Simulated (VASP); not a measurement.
# Be3B in VASP: further runs, part 2 of 2

VASP 6.6.1. Earlier steps stand in the parts before.

**4. Relaxation of cell and atoms, PBE**

This run uses another cell than the first one, of 7.14 Å³/atom.

The input, INCAR:

```
PREC     = Accurate       # precision mode
ENCUT    = 600            # plane-wave cutoff, eV
EDIFF    = 1E-7           # SCF threshold, eV
ISMEAR   = 0              # smearing method
SIGMA    = 0.1            # smearing width, eV
LREAL    = F              # projectors in reciprocal space
LASPH    = T              # aspherical terms in the spheres
NELM     = 100            # most SCF steps
ALGO     = Fast           # electronic algorithm
ISIF     = 3              # what is computed and relaxed
LWAVE    = F              # write WAVECAR
LCHARG   = F              # write CHGCAR
GGA      = PE             # functional
IBRION   = 2              # ionic algorithm
NSW      = 100            # ionic steps
EDIFFG   = -0.01          # ionic threshold
```

The input, KPOINTS:

```
regular mesh
0
Gamma
  16 16 16
```

The input, POSCAR:

```
Be3B
1.0
    3.0567374990      0.0000000000      0.0000000000
    0.0000000000      3.0567374990      0.0000000000
    0.0000000000      0.0000000000      3.0567374990
Be B
3 1
Direct
    0.0000000000      0.5000000000      0.5000000000
    0.5000000000      0.0000000000      0.5000000000
    0.5000000000      0.5000000000      0.0000000000
    0.0000000000      0.0000000000      0.0000000000
```

Potentials or basis: VASP PAW PBE potentials, release 64 (Be, B).

Started as:

```bash
$ cat potpaw_PBE.64/Be/POTCAR potpaw_PBE.64/B/POTCAR > POTCAR
$ mpirun -np 1 vasp_std > vasp.out
```

OUTCAR:

```text
PREC = Accurate
   ENCUT = 600
   EDIFF = 1E-7
   ISMEAR = 0
   LREAL = F
   LASPH = T
   NELM = 100
   ISIF = 3
   GGA = PE
   IBRION = 2
   NSW = 100
   EDIFFG = -0.01

 ion  position               nearest neighbor table
   1  0.000  0.500  0.500-   2 2.16   3 2.16   4 2.16   3 2.16   4 2.16   2 2.16   4 2.16   4 2.16
                             2 2.16   3 2.16   3 2.16   2 2.16
   2  0.500  0.000  0.500-   1 2.16   3 2.16   4 2.16   3 2.16   4 2.16   1 2.16   3 2.16   3 2.16
                             1 2.16   4 2.16   4 2.16   1 2.16
   3  0.500  0.500  0.000-   1 2.16   2 2.16   4 2.16   1 2.16   2 2.16   2 2.16   4 2.16   2 2.16
                             1 2.16   4 2.16   1 2.16   4 2.16
   4  0.000  0.000  0.000-   1 2.16   2 2.16   3 2.16   1 2.16   2 2.16   1 2.16   3 2.16   1 2.16
                             2 2.16   3 2.16   2 2.16   3 2.16

  LATTYP: Found a simple cubic cell.
 ALAT       =     3.0567374990

  Lattice vectors:

 A1 = (   3.0567374990,   0.0000000000,   0.0000000000)
 A2 = (   0.0000000000,   3.0567374990,   0.0000000000)
 A3 = (   0.0000000000,   0.0000000000,   3.0567374990)

Analysis of symmetry for initial positions (statically):
[... 240 lines left out ...]
      5       9.3970      0.00000
      6      12.3953      0.00000
      7      12.3953      0.00000
      8      15.9971      0.00000
[... 243 lines left out ...]
 k-point    24 :       0.5000    0.1250    0.0000
  band No.  band energies     occupation
      1      -2.8772      2.00000
      2      -1.5316      2.00000
      3       6.2220      2.00000
      4       7.0314      2.00000
      5       7.8812      0.77845
      6       9.3250      0.00000
      7      12.3809      0.00000
      8      12.7493      0.00000

 [... further k-points ...]

------------------------ aborting loop because EDIFF is reached ----------------------------------------

  FORCE on cell =-STRESS in cart. coord.  units (eV):
  Direction    XX          YY          ZZ          XY          YZ          ZX
  --------------------------------------------------------------------------------------
  -------------------------------------------------------------------------------------
  Total       -0.0035284     -0.0035284     -0.0035284      0.0000000      0.0000000     -0.0000000
  in kB       -0.1955513     -0.1955513     -0.1955513      0.0000000      0.0000000     -0.0000000
  external PRESSURE =      -0.1955513 kB  Pullay stress =       0.0000000 kB

 VOLUME and BASIS-vectors are now :
 -----------------------------------------------------------------------------
  energy-cutoff  :      600.00
  volume of cell :       28.91
      direct lattice vectors                 reciprocal lattice vectors
     3.069098016  0.000000000 -0.000000000     0.325828629 -0.000000000 -0.000000000
     0.000000000  3.069098016  0.000000000    -0.000000000  0.325828629 -0.000000000
     0.000000000  0.000000000  3.069098016     0.000000000 -0.000000000  0.325828629

 POSITION                                       TOTAL-FORCE (eV/Angst)
 -----------------------------------------------------------------------------------
      0.00000      1.53455      1.53455        -0.000000      0.000000      0.000000
      1.53455      0.00000      1.53455         0.000000     -0.000000      0.000000
      1.53455      1.53455     -0.00000         0.000000      0.000000      0.000000
      0.00000      0.00000      0.00000         0.000000     -0.000000      0.000000
 -----------------------------------------------------------------------------------
    total drift:                               -0.000000      0.000000      0.000000

  FREE ENERGIE OF THE ION-ELECTRON SYSTEM (eV)
  ---------------------------------------------------
  free  energy   TOTEN  =       -17.0755451810 eV

  energy  without entropy=      -17.0710630029  energy(sigma->0) =      -17.07330409

 reached required accuracy - stopping structural energy minimisation
```

OSZICAR:

```text
N       E                     dE             d eps       ncg     rms          rms(c)
DAV:   1     0.805556468282E+01    0.80556E+01   -0.44492E+03  2640   0.106E+03
[... 13 lines left out ...]
       N       E                     dE             d eps       ncg     rms          rms(c)
DAV:   1    -0.170758072902E+02   -0.22532E-02   -0.16549E-02  3360   0.170E+00    0.858E-02
RMM:   2    -0.170755845675E+02    0.22272E-03   -0.30375E-04  2640   0.184E-01    0.407E-02
RMM:   3    -0.170755546957E+02    0.29872E-04   -0.19486E-04  2640   0.917E-02    0.125E-02
RMM:   4    -0.170755493644E+02    0.53313E-05   -0.31030E-05  2640   0.515E-02    0.787E-03
RMM:   5    -0.170755450912E+02    0.42732E-05   -0.65624E-06  2647   0.206E-02    0.791E-04
RMM:   6    -0.170755451810E+02   -0.89763E-07   -0.91434E-07  2496   0.909E-03
   2 F= -.17075545E+02 E0= -.17073304E+02  d E =-.199109E-02
```

CONTCAR:

```text
Be3B
   1.00000000000000
     3.0690980162968606    0.0000000000000000   -0.0000000000000000
     0.0000000000000000    3.0690980162968606    0.0000000000000000
     0.0000000000000000    0.0000000000000000    3.0690980162968606
  Be              B
     3     1
Direct
     0.0000000000000000    0.5000000000000000    0.5000000000000000
     0.5000000000000000    0.0000000000000000    0.5000000000000000
     0.5000000000000000    0.5000000000000000    0.0000000000000000
     0.0000000000000000    0.0000000000000000    0.0000000000000000

  0.00000000E+00  0.00000000E+00  0.00000000E+00
  0.00000000E+00  0.00000000E+00  0.00000000E+00
  0.00000000E+00  0.00000000E+00  0.00000000E+00
  0.00000000E+00  0.00000000E+00  0.00000000E+00
```

Wall time 76 s (1 thread of Oxide Virtual Turin-like, shared host); peak memory 0.14 GiB.

What came out:

```
Free energy                           : -17.0755 eV
Relaxed volume                        : 7.23 Å³/atom
Relaxed cell                          : a = 3.069 Å, b = 3.069 Å, c = 3.069 Å, α = 90.00°, β = 90.00°, γ = 90.00°
Space group after relaxing (to 0.1 Å) : Pm-3m (No. 221)
Energy gained by relaxing             : 0.5 meV/atom
Ionic steps                           : 2
Pressure after relaxing               : 0.0 GPa
Band gap on the k mesh                : zero (an odd number of electrons rules out a gap without spin polarisation)
```

The path:
| step | energy change (eV) | largest force (eV/Å) | pressure (GPa) | volume (Å³) |
| --- | --- | --- | --- | --- |
| 1 | 0.0000 | 0.0000 | 1.88 | 28.56 |
| 2 | -0.0020 | 0.0000 | -0.02 | 28.91 |

Final structure:
```xyz
4
Lattice="3.0691 0.0000 0.0000 0.0000 3.0691 0.0000 0.0000 0.0000 3.0691" Properties=species:S:1:pos:R:3 pbc="T T T"
Be    0.0000    1.5345    1.5345
Be    1.5345    0.0000    1.5345
Be    1.5345    1.5345    0.0000
B     0.0000    0.0000    0.0000
```

**5. Overview**

```csv
task,cell,k mesh,cutoff (eV),gap on the mesh (eV),pressure (GPa)
single point,"a = 3.068 Å, 4 atoms, atomic positions A",16 × 16 × 16,520,none,0.2
single point,"a = 3.068, b = 3.069, c = 6.137 Å, angles 90.0, 90.0, 89.9°, 8 atoms, atomic positions B",8 × 8 × 4,520,none,0.2
relaxation of cell and atoms,"relaxed from a = 3.057 Å, 4 atoms, atomic positions A",16 × 16 × 16,600,none,0.0
```

Alike in all rows: level PBE; potentials or basis VASP PAW PBE potentials, release 64 (Be, B); no spin polarisation; smearing gaussian 0.1 eV.

Absolute energies hang on the potentials; compare differences alone.
